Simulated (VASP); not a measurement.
A run of VASP 6.6.1:

File INCAR:

```
  PREC = Accurate
  ENCUT = 520
  EDIFF = 1E-7
  ISMEAR = -1
  SIGMA = 0.02
  LREAL = F
  LASPH = T
  NELM = 100
  ALGO = Normal
  ISIF = 2
  LWAVE = F
  LCHARG = F
  LDIPOL = T
  IDIPOL = 3
  DIPOL = 0.5 0.5 0.500
  GGA = PS
  NBANDS = 21
```

File KPOINTS:

```
regular mesh
0
Gamma
  12 9 1
```

File POSCAR:

```
C
1.0
    2.5129203137      0.0000000000      0.0000000000
    0.0000000000      3.5538059888      0.0000000000
    0.0000000000      0.0000000000     18.5129000000
C
6
Direct
    0.7500000000      0.0974713256      0.4387512624
    0.2500000000      0.9025286744      0.4387512624
    0.2500000000      0.6105777390      0.4999999986
    0.7500000000      0.3894222610      0.4999999986
    0.7500000000      0.0974713280      0.5612487390
    0.2500000000      0.9025286720      0.5612487390
```

Potentials or basis: VASP PAW PBE potentials, release 64 (C).

Command:

```bash
$ cat potpaw_PBE.64/C/POTCAR > POTCAR
$ mpirun -np 1 vasp_std > vasp.out
```

Hardware: 1 thread of Intel(R) Xeon(R) 6975P-C (Granite Rapids), on a shared host.

Problem. How long does it take, and how much memory?

Solution. Wall time 99 s on 1 thread of Intel(R) Xeon(R) 6975P-C (Granite Rapids) (shared host), peak memory 0.27 GiB. Counts: scf iterations 23, k points 35.
